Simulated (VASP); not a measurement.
# Sr3Bi (P-6m2) in VASP: further runs, part 2 of 3

VASP 6.6.1. The steps go on from the part before.

## 3. Single point, PBE

This run uses another cell than the first one, of 52.98 Å³/atom.

The input, INCAR:

```
SYSTEM = Sr3Bi
PREC = Accurate
ENCUT = 520
EDIFF = 1E-6
ISMEAR = 0
SIGMA = 0.1
LREAL = .False.
LASPH = .True.
NELM = 80
ALGO = Fast
ISIF = 2
LWAVE = .False.
LCHARG = .False.
GGA = PE
NBANDS = 30
```

The input, KPOINTS:

```
regular mesh
0
Gamma
  6 6 2
  0 0 0
```

The input, POSCAR:

```
Sr3Bi
1.0
    4.7480601671      0.0000000041      0.0000000000
   -2.3740300870      4.1119407214      0.0000000000
    0.0000000000      0.0000000000     10.8539738867
Sr Bi
3 1
Direct
    0.6666666667      0.3333333333      0.5000000000
    0.3333333333      0.6666666667      0.1735185029
    0.3333333333      0.6666666667      0.8264814971
    0.6666666667      0.3333333333      0.0000000000
```

Potentials or basis: VASP PAW PBE potentials, release 64 (Sr_sv, Bi_d).

Command:

```
> cat potpaw_PBE.64/Sr_sv/POTCAR potpaw_PBE.64/Bi_d/POTCAR > POTCAR
> mpirun -np 1 vasp_std > vasp.out
```

OUTCAR:

```text
SYSTEM = Sr3Bi
   PREC = Accurate
   ENCUT = 520
   EDIFF = 1E-6
   ISMEAR = 0
   LREAL = .False.
   LASPH = .True.
   NELM = 80
   ISIF = 2
   GGA = PE

 ion  position               nearest neighbor table
   1  0.667  0.333  0.500-   2 4.48   3 4.48   2 4.48   3 4.48   2 4.48   3 4.48
   2  0.333  0.667  0.174-   4 3.33   4 3.33   4 3.33   3 3.77   1 4.48   1 4.48   1 4.48
   3  0.333  0.667  0.826-   4 3.33   4 3.33   4 3.33   2 3.77   1 4.48   1 4.48   1 4.48
   4  0.667  0.333  0.000-   2 3.33   3 3.33   2 3.33   3 3.33   2 3.33   3 3.33

  LATTYP: Found a hexagonal cell.
 ALAT       =     4.7480601671
 C/A-ratio  =     2.2859806963

  Lattice vectors:

 A1 = (   4.7480601671,   0.0000000041,   0.0000000000)
 A2 = (  -2.3740300870,   4.1119407214,   0.0000000000)
 A3 = (   0.0000000000,   0.0000000000,  10.8539738867)

Analysis of symmetry for initial positions (statically):
=====================================================================
 Subroutine PRICEL returns:
 Original cell was already a primitive cell.

 Routine SETGRP: Setting up the symmetry group for a
 hexagonal supercell.

 Subroutine GETGRP returns: Found 12 space group operations
 (whereof 12 operations were pure point group operations)
 out of a pool of 24 trial point group operations.

The static configuration has the point symmetry D_3h.

Analysis of symmetry for dynamics (positions and initial velocities):
=====================================================================
 Subroutine PRICEL returns:
 Original cell was already a primitive cell.

 Routine SETGRP: Setting up the symmetry group for a
 hexagonal supercell.

 Subroutine GETGRP returns: Found 12 space group operations
 (whereof 12 operations were pure point group operations)
 out of a pool of 24 trial point group operations.

The dynamic configuration has the point symmetry D_3h.

 Subroutine INISYM returns: Found 12 space group operations
 (whereof 12 operations are pure point group operations),
 and found     1 'primitive' translations

----------------------------------------------------------------------------------------

                                     Primitive cell

  volume of cell :     211.9102

  direct lattice vectors                    reciprocal lattice vectors
     4.748060167  0.000000004  0.000000000     0.210612327  0.121597084  0.000000000
    -2.374030087  4.111940721  0.000000000    -0.000000000  0.243194167  0.000000000
     0.000000000  0.000000000 10.853973887     0.000000000  0.000000000  0.092132155

  length of vectors
     4.748060167  4.748060167 10.853973887     0.243194167  0.243194167  0.092132155

  position of ions in fractional coordinates (direct lattice)
     0.666666667  0.333333333  0.500000000
     0.333333333  0.666666667  0.173518503
     0.333333333  0.666666667  0.826481497
     0.666666667  0.333333333  0.000000000

  ion indices of the primitive-cell ions
   primitive index   ion index
                 1           1
                 2           2
                 3           3
                 4           4

----------------------------------------------------------------------------------------
[... 29 lines left out ...]
  0.333333  0.000000  0.000000      6.000000
  0.500000  0.000000  0.000000      3.000000
  0.166667  0.166667  0.000000      6.000000
  0.333333  0.166667  0.000000     12.000000
  0.333333  0.333333  0.000000      2.000000
  0.000000  0.000000  0.500000      1.000000
  0.166667  0.000000  0.500000      6.000000
  0.333333  0.000000  0.500000      6.000000
  0.500000  0.000000  0.500000      3.000000
  0.166667  0.166667  0.500000      6.000000
  0.333333  0.166667  0.500000     12.000000
  0.333333  0.333333  0.500000      2.000000
   k-points           NKPTS =     14   k-points in BZ     NKDIM =     14   number of bands    NBANDS=     30
   number of dos      NEDOS =    301   number of ions     NIONS =      4
   total plane-waves  NPLWV = 108864
   dimension x,y,z NGX =    36 NGY =   36 NGZ =   84
   dimension x,y,z NGXF=    72 NGYF=   72 NGZF=  168
   ions per type =               3   1
   NGX,Y,Z   is equivalent  to a cutoff of  12.60, 12.60, 12.87 a.u.
   NGXF,Y,Z  is equivalent  to a cutoff of  25.21, 25.21, 25.73 a.u.
 SYSTEM =  Sr3Bi
   PREC   = accura    normal or accurate (medium, high low for compatibility)
   ISTART =      0    job   : 0-new  1-cont  2-samecut
   ICHARG =      2    charge: 1-file 2-atom 10-const
   ISPIN  =      1    spin polarized calculation?
   LNONCOLLINEAR =      F non collinear calculations
   LSORBIT =      F    spin-orbit coupling
   LASPH  =      T    aspherical Exc in radial PAW
   ENCUT  =  520.0 eV  38.22 Ry    6.18 a.u.   8.83  8.83 20.18*2*pi/ulx,y,z
   NELM   =     80;   NELMIN=  2; NELMDL= -5     # of ELM steps
   EDIFF  = 0.1E-05   stopping-criterion for ELM
   LREAL  =      F    real-space projection
   EDIFFG = 0.1E-04   stopping-criterion for IOM
   NSW    =      0    number of steps for IOM
   IBRION =     -1    ionic relax: 0-MD 1-quasi-New 2-CG
   NFREE  =      0    steps in history (QN), initial steepest desc. (CG)
   ISIF   =      2    stress and relaxation
   ISYM   =      2    0-nonsym 1-usesym 2-fastsym
   POTIM  = 0.5000    time-step for ionic-motion
   TEBEG  =    0.0;   TEEND  =   0.0 temperature during run
   PSTRESS=    0.0 pullay stress
   NELECT =      45.0000    total number of electrons
   NUPDOWN=      -1.0000    fix difference up-down
   EMIN   =  10.00;   EMAX   =-10.00  energy-range for DOS
   EFERMI =   0.00;   METHOD = LEGACY
   ISMEAR =     0;   SIGMA  =   0.10  broadening in eV -4-tet -1-fermi 0-gaus
   EFERMI_NEDOS =   21; number of points for ismear=-14 and -15
   IALGO  =     68    algorithm
   IMIX   =      4    mixing-type and parameters
     AMIX     =   0.40;   BMIX     =  1.00
     AMIX_MAG =   1.60;   BMIX_MAG =  1.00
  volume/ion in A,a.u.               =      52.98       357.51
  Fermi-wavevector in a.u.,A,eV,Ry     =   0.976701  1.845698 12.979213  0.953945
  Thomas-Fermi vector in A             =   2.107341
   LORBIT       =      0    0 simple, 1 ext, 2 COOP (PROOUT), +10 PAW based schemes
   GGA     = PE    functional components
   LHFCALC =     F    Hartree Fock is set to
   AEXX    =    0.0000 exact exchange contribution
   IVDW    =     0    specifies the selected vdW correction
   LEPSILON=     F    determine dielectric tensor
   LRPA    =     F    only Hartree local field effects (RPA)
 non-spin polarized calculation
 RMM-DIIS sequential band-by-band and
 Gauss-broadening in eV      SIGMA  =   0.10
  energy-cutoff  :      520.00
  volume of cell :      211.91
 maximum number of plane-waves:      5740
 NGX is ok and might be reduce to    36
   NGX = 17   NGY = 17   NGZ = 41

 number of electron      44.9999998 magnetization

 Free energy of the ion-electron system (eV)
  ---------------------------------------------------
  ext. energy  EPLUGINS =         0.00000000
  ---------------------------------------------------
  free energy    TOTEN  =       -10.14082175 eV

  energy without entropy =      -10.11277011  energy(sigma->0) =      -10.12679593

 E-fermi :   1.9387     XC(G=0):  -7.3999

 val. band max:        1.9318938445   @ k =   0.3333   0.3333   0.5000
 cond. band min:       1.9507718606   @ k =   0.3333   0.0000   0.0000
 fundamental gap:      0.0188780161
 Fermi energy:         1.9386596734

 k-point     1 :       0.0000    0.0000    0.0000
  band No.  band energies     occupation
      1     -35.2828      2.00000
      2     -34.1608      2.00000
      3     -34.1487      2.00000
      4     -19.5969      2.00000
      5     -19.5969      2.00000
      6     -19.5892      2.00000
[... 451 lines left out ...]
     29       4.7386      0.00000
     30       5.0545      0.00000

------------------------ aborting loop because EDIFF is reached ----------------------------------------

  FORCE on cell =-STRESS in cart. coord.  units (eV):
  Direction    XX          YY          ZZ          XY          YZ          ZX
  --------------------------------------------------------------------------------------
  -------------------------------------------------------------------------------------
  Total        0.2714053      0.2714053      0.0525922      0.0000000     -0.0000000      0.0000000
  in kB        2.0519983      2.0519983      0.3976309      0.0000000     -0.0000000      0.0000000
  external PRESSURE =       1.5005425 kB  Pullay stress =       0.0000000 kB

 VOLUME and BASIS-vectors are now :
 -----------------------------------------------------------------------------
  energy-cutoff  :      520.00
  volume of cell :      211.91
      direct lattice vectors                 reciprocal lattice vectors
     4.748060167  0.000000004  0.000000000     0.210612327  0.121597084  0.000000000
    -2.374030087  4.111940721  0.000000000    -0.000000000  0.243194167  0.000000000
     0.000000000  0.000000000 10.853973887     0.000000000  0.000000000  0.092132155

 POSITION                                       TOTAL-FORCE (eV/Angst)
 -----------------------------------------------------------------------------------
      2.37403      1.37065      5.42699         0.000000     -0.000000      0.000000
     -0.00000      2.74129      1.88337        -0.000000      0.000000      0.030393
     -0.00000      2.74129      8.97061        -0.000000      0.000000     -0.030393
      2.37403      1.37065      0.00000         0.000000     -0.000000      0.000000
 -----------------------------------------------------------------------------------
    total drift:                               -0.000000      0.000000      0.000000

  FREE ENERGIE OF THE ION-ELECTRON SYSTEM (eV)
  ---------------------------------------------------
  free  energy   TOTEN  =       -10.1408217478 eV

  energy  without entropy=      -10.1127701136  energy(sigma->0) =      -10.12679593
```

Run time: 2.4 min. Hardware: 1 thread of Intel Xeon 6975P-C (Granite Rapids), shared host; peak memory 0.37 GiB.

Results:

| Property | Result |
| --- | --- |
| Free energy | -10.1408 eV |
| Pressure | 0.2 GPa |
| Largest force | 0.030 eV/Å |
| Band gap on the k mesh | zero (an odd number of electrons rules out a gap without spin polarisation) |

Forces in eV/Å, atoms in the order of the input:
```
Sr   0.000  0.000  0.000
Sr   0.000  0.000  0.030
Sr   0.000  0.000 -0.030
Bi   0.000  0.000  0.000
```

Levels at points of the mesh, in eV from the Fermi level:
| k point | band 20 | band 21 | band 22 | band 23 | band 24 | band 25 | band 26 | band 27 |
| --- | --- | --- | --- | --- | --- | --- | --- | --- |
| (0.00, 0.00, 0.00) | -2.70 | -0.31 | -0.31 | 0.12 | 0.28 | 1.97 | 1.97 | 1.97 |
| (0.50, 0.00, 0.00) | -1.46 | -0.82 | -0.62 | -0.20 | -0.04 | 0.82 | 1.22 | 1.77 |
| (0.00, 0.00, 0.50) | -1.82 | -1.10 | -0.31 | -0.31 | 1.46 | 1.52 | 1.94 | 2.29 |
| (0.50, 0.00, 0.50) | -1.59 | -0.62 | -0.58 | -0.33 | 0.14 | 0.79 | 1.30 | 1.38 |

Caveat: spin-orbit coupling is left out, which moves the levels of the heavy elements.

## 4. Relaxation of cell and atoms, PBE

The input, INCAR:

```
SYSTEM = Sr3Bi
PREC = Accurate ; ENCUT = 600
EDIFF = 1E-6 ; ISMEAR = 0
SIGMA = 0.1 ; LREAL = .False.
LASPH = .True. ; NELM = 60
ALGO = Fast ; ISIF = 3
LWAVE = .False. ; LCHARG = .False.
GGA = PE ; IBRION = 2
NSW = 90 ; EDIFFG = -0.04
```

KPOINTS is that of step 3.

The input, POSCAR:

```
Sr3Bi
1.0
    3.3839179500      0.0000000000      0.0000000000
   -1.6919589800      2.9305589100      0.0000000000
    0.0000000000      0.0000000000     11.0939646200
Sr Bi
3 1
Direct
    0.6666666700      0.3333333300      0.5000000000
    0.3333333300      0.6666666700      0.2540725200
    0.3333333300      0.6666666700      0.7459274800
    0.6666666700      0.3333333300      0.0000000000
```

Command:

```
> cat potpaw_PBE.64/Sr_sv/POTCAR potpaw_PBE.64/Bi_d/POTCAR > POTCAR
> mpirun -np 1 vasp_std > vasp.out
```

It took 23 min on 1 thread of Intel Xeon 6975P-C (Granite Rapids), shared host; peak memory 0.32 GiB.

The run converged. Its results:

```yaml
Free_energy: -10.1056 eV
Relaxed_volume: 53.24 Å³/atom
Relaxed_cell: a = 4.771 Å, b = 4.771 Å, c = 10.805 Å, α = 90.00°, β = 90.00°, γ = 120.00°
Space_group_after_relaxing_to_0.1_Å: P-6m2 (No. 187)
Energy_gained_by_relaxing: 962.8 meV/atom
Ionic_steps: 24
Pressure_after_relaxing: 0.0 GPa
Largest_force_after_relaxing: 0.016 eV/Å
Band_gap_on_the_k_mesh: zero (an odd number of electrons rules out a gap without spin polarisation)
```

Forces on the atoms (eV/Å):
```
Sr   0.000  0.000  0.000
Sr   0.000  0.000  0.016
Sr   0.000  0.000 -0.016
Bi   0.000  0.000  0.000
```

Step by step:
```csv
step,energy change (eV),largest force (eV/Å),pressure (GPa),volume (Å³)
1,0.0000,1.3017,18.43,110.02
2,-2.7041,1.0296,0.79,168.45
3,-2.8972,1.0154,0.19,175.20
4,-2.8868,0.9291,-1.02,189.24
5,-2.9067,0.9814,-0.30,180.46
6,-3.0105,0.8855,-0.20,179.79
7,-3.2794,0.7914,0.27,177.59
8,-3.4937,0.2225,2.20,172.30
9,-3.5734,0.1792,1.71,177.75
10,-3.7294,0.1445,0.51,194.78
11,-3.7745,0.1093,-0.88,231.86
12,-3.7869,0.1314,-0.35,216.25
13,-3.7877,0.1383,-0.41,217.84
14,-3.8078,0.0684,-0.24,219.34
15,-3.8111,0.2565,0.03,221.46
16,-3.8165,0.0223,-0.12,220.27
17,-3.8173,0.1145,-0.05,220.82
18,-3.8176,0.0833,-0.08,220.62
19,-3.8232,0.0876,-0.04,219.51
20,-3.8373,0.1075,0.07,216.13
21,-3.8460,0.1336,0.37,209.23
22,-3.8471,0.1297,0.28,210.97
23,-3.8512,0.0461,0.06,212.46
24,-3.8514,0.0162,-0.02,212.97
```

Final structure:
```
Sr Bi
1.0
     4.77076    0.00000    0.00000
    -2.38538    4.13160    0.00000
     0.00000    0.00000   10.80487
Sr Bi
3 1
Direct
  0.66667 0.33333 0.50000
  0.33333 0.66667 0.17408
  0.33333 0.66667 0.82593
  0.66667 0.33333 0.00000
```

Levels at points of the mesh, in eV from the Fermi level:
```
           k point  band 19  band 20  band 21  band 22  band 23  band 24  band 25  band 26  band 27
(0.00, 0.00, 0.00)    -2.76    -2.70    -0.34    -0.34     0.14     0.31     1.95     1.95     2.29
(0.50, 0.00, 0.00)    -2.42    -1.47    -0.83    -0.65    -0.21    -0.04     0.81     1.23     1.78
(0.00, 0.00, 0.50)    -3.18    -1.80    -1.09    -0.34    -0.34     1.49     1.52     1.92     1.92
(0.50, 0.00, 0.50)    -2.40    -1.61    -0.65    -0.58    -0.35     0.15     0.79     1.30     1.37
```

Caveat: the volume moved by over 15 % at a fixed basis, so the end points are rough; spin-orbit coupling is left out, which moves the levels of the heavy elements.

[end of part 2 of 3]

The gap in the log of VASP goes by the Fermi energy; the results here count the filled bands.